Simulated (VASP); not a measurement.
# Pt: single point with LDA

Pt:

```
Pt
1.0
     2.74830    0.00000    0.00000
    -1.37415    2.38010    0.00000
     0.00000    0.00000    4.74559
Pt
2
Direct
  0.66667 0.33333 0.75000
  0.33333 0.66667 0.25000
```

This isn't the form of Pt at room conditions, which is fcc.

| Property | Result |
| --- | --- |
| Program | VASP 6.6.1 |
| Task | single point |
| Functional | LDA |
| Potentials or basis | VASP PAW LDA potentials, release 64 (Pt_sv_GW) |
| Cutoff | 570 eV |
| k mesh | 21 × 21 × 10 |
| Occupations | gaussian, width 0.15 eV |
| Spin | collinear spin |
| Starting moments | [0.45, 0.45] μB |
| Fixed moment | 0.9 μB |
| Dipole correction | no |
| Further INCAR settings | ALGO = Normal; EDIFF = 1e-06; NBANDS = 29 |

- Pressure: -11.1 GPa
- Net moment: 0.90 μB per cell
- Site moments: Pt +0.48 μB

Stress tensor (GPa, compression positive):
```
-10.24   0.00   0.00
  0.00 -10.24   0.00
  0.00   0.00 -12.92
```

Run time: 5.2 min on 1 thread of AMD EPYC 9R14 (Zen 4), with other jobs on the host, peak memory 0.45 GiB.

Caveat: the cell stands under tension; the total moment is fixed, so each spin has its own Fermi level and the state may be an excited one.
